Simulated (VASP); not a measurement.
**Hf: single point with PBEsol**

Crystal: Hf.

```
CELL_PARAMETERS angstrom
2.79326 0.00000 0.00000
-1.39663 2.41904 0.00000
0.00000 0.00000 4.60515
ATOMIC_POSITIONS crystal
Hf 0.33333 0.66667 0.25000
Hf 0.66667 0.33333 0.75000
```

| Quantity | Value |
| --- | --- |
| Program | VASP 6.6.1 |
| Task | single point |
| Functional | PBEsol |
| Potentials or basis | VASP PAW PBE potentials, release 64 (Hf_pv) |
| Cutoff | 520 eV |
| k mesh | 14 × 14 × 8 |
| Occupations | fermi-dirac, width 0.08 eV |
| Spin | no spin polarisation |

| Property | Result |
| --- | --- |
| Pressure | 63.0 GPa |
| Band gap on the k mesh | zero (band 10 reaches 9.04 eV, above the bottom of band 11 at 7.25 eV) |

Stress tensor (GPa, compression positive):
```
63.07  0.00  0.00
 0.00 63.07  0.00
 0.00  0.00 62.72
```

Levels at points of the mesh, in eV from the Fermi level:
| k point | band 6 | band 7 | band 8 | band 9 | band 10 | band 11 | band 12 | band 13 | band 14 | band 15 |
| --- | --- | --- | --- | --- | --- | --- | --- | --- | --- | --- |
| (0.00, 0.00, 0.00) | -28.75 | -8.37 | -5.01 | 0.99 | 1.24 | 1.24 | 2.34 | 2.39 | 2.39 | 3.88 |
| (0.50, 0.00, 0.00) | -29.08 | -4.44 | -4.00 | -3.72 | 0.64 | 0.92 | 1.13 | 2.26 | 9.13 | 9.34 |
| (0.00, 0.00, 0.50) | -28.90 | -5.80 | -5.80 | -0.12 | -0.12 | 1.20 | 1.20 | 1.20 | 1.20 | 6.87 |
| (0.50, 0.00, 0.50) | -29.36 | -4.82 | -4.82 | -2.11 | -2.11 | 3.23 | 3.23 | 3.74 | 3.74 | 8.86 |

Run time: 31 s on 1 thread of AMD EPYC 9R45 96-Core Processor (Zen 5) (shared host), peak memory 0.16 GiB.

Caveat: the PAW data sets were made with another functional, which shifts forces and pressure a little; spin-orbit coupling is left out, which moves the levels of the heavy elements.
